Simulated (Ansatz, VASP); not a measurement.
## Two plane-wave programs on NaH4

INCAR

```
ALGO = Normal ; EDIFF = 1E-6
EDIFFG = -0.01 ; ENCUT = 600
GGA = PE ; IBRION = 2
ISIF = 3 ; ISMEAR = 0
LASPH = T ; LCHARG = F
LREAL = F ; LWAVE = F
NELM = 60 ; NSW = 100
PREC = Accurate ; SIGMA = 0.1
```

KPOINTS

```
k-points
0
Gamma
  10 10 12
```

Contents of POSCAR:

```
NaH4
1.0
    2.0471538963     -3.4341068475      0.0000000000
    2.0471538963      3.4341068475      0.0000000000
    0.0000000000      0.0000000000      3.3179663772
Na H
1 4
Direct
    0.5000000000      0.5000000000      0.5000000000
    0.9449016882      0.0550983118      0.5000000000
    0.0550983118      0.9449016882      0.5000000000
    0.5000000000      0.0000000000      0.0000000000
    0.0000000000      0.5000000000      0.0000000000
```

Input for Ansatz:

```yaml
crystal:
  lattice:
    - [2.0471538963, -3.4341068475, 0.0]
    - [2.0471538963, 3.4341068475, 0.0]
    - [0.0, 0.0, 3.3179663772]
  atoms:
    - { symbol: Na, position: [0.5, 0.5, 0.5] }
    - { symbol: H, position: [0.9449016882, 0.0550983118, 0.5] }
    - { symbol: H, position: [0.0550983118, 0.9449016882, 0.5] }
    - { symbol: H, position: [0.5, 0.0, 0.0] }
    - { symbol: H, position: [0.0, 0.5, 0.0] }
basis:
  ecutwfc: 420
kpoints:
  mp_grid: { grid: [10, 10, 12] }
hamiltonian:
  xc: pbe
scf:
  occupations: { method: gaussian, width: 0.1 }
output:
  forces: true
  stress: true
  eigenvalues: true
  write_density: true
  write_potential: true
  elf: true
  volumetric_format: npy
relax:
  adjacent_minimum: "off"
  f_tol: 0.01
  max_steps: 80
  cell: { stress_tol: 0.05 }
```

Alike in both runs: task relaxation of cell and atoms; functional PBE; k mesh 10 × 10 × 12; occupations gaussian, width 0.1 eV; no spin polarisation.

```csv
,VASP,Ansatz
version,VASP 6.6.1,Ansatz 0.2.0
potentials or method,"VASP PAW PBE potentials, release 64 (Na_pv, H), cutoff 600 eV","scalar-relativistic, plane waves, PAW"
valence electrons in the cell,11,13
```

```tsv
	VASP	Ansatz	Ansatz less VASP
gap on the k mesh at the Fermi level, each at its own relaxed structure (eV)	none	none	-
relaxed volume (Å³/atom)	9.34	9.33	-0.012
relaxed length of the cell vector where the two differ most in proportion (Å)	3.310	3.309	-0.0016
```

A gap of «none» marks a metal or a gap that the smearing closes. VASP's potentials hold 11 valence electrons a cell and Ansatz's 13, so a difference there can come from the potentials and not from the codes.
